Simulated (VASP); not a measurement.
A run of VASP 6.6.1:

Contents of INCAR:

```
SYSTEM = Tl7Cl8
  PREC = Accurate
  ENCUT = 520
  EDIFF = 1E-6
  ISMEAR = 0
  SIGMA = 0.05
  LREAL = Auto
  LASPH = .TRUE.
  NELM = 60
  ALGO = Normal
  ISIF = 2
  LWAVE = .FALSE.
  LCHARG = .FALSE.
  GGA = PS
  NELECT = 148.0
  NBANDS = 86
```

KPOINTS

```
regular mesh
0
G
  4 4 4
  0 0 0
```

POSCAR

```
Tl7Cl8
1.0
    0.0000000000      6.3291597576     -6.3291597576
   -6.3291597576      0.0000000000     -6.3291597576
   -6.3291597576      6.3291597576      0.0000000000
Tl Cl
7 8
Direct
    0.0000000000      1.0000000383      0.5000000191
    0.5000000191      0.5000000191      0.5000000191
    0.0000000000      0.5000000191      0.5000000191
    0.5000000191      0.0000000000      0.0000000000
    0.0000000000      1.0000000383      0.0000000000
    0.5000000191      0.5000000191      0.0000000000
    0.0000000000      0.5000000191      0.0000000000
    0.7536404804      0.7463595771      0.2463595579
    0.2500000096      0.7500000287      0.2500000096
    0.7536404804      0.2536404612      0.2463595579
    0.2463595579      0.2536404612      0.2463595579
    0.7536404014      0.7463596561      0.7536404014
    0.2463595579      0.7463595771      0.7536404804
    0.7500000287      0.2500000096      0.7500000287
    0.2463595579      0.2536404612      0.7536404804
```

Potentials or basis: VASP PAW PBE potentials, release 64 (Tl_d, Cl).

Command:

```console
$ cat potpaw_PBE.64/Tl_d/POTCAR potpaw_PBE.64/Cl/POTCAR > POTCAR
$ mpirun -np 1 vasp_std > vasp.out
```

Hardware: 1 thread of Intel Xeon 8259CL (shared host).

Estimate the wall time of this run.

Run time: 22 min on 1 thread of Intel Xeon 8259CL, with other jobs on the host, peak memory 0.78 GiB. Counts: scf iterations 15, k points 8.
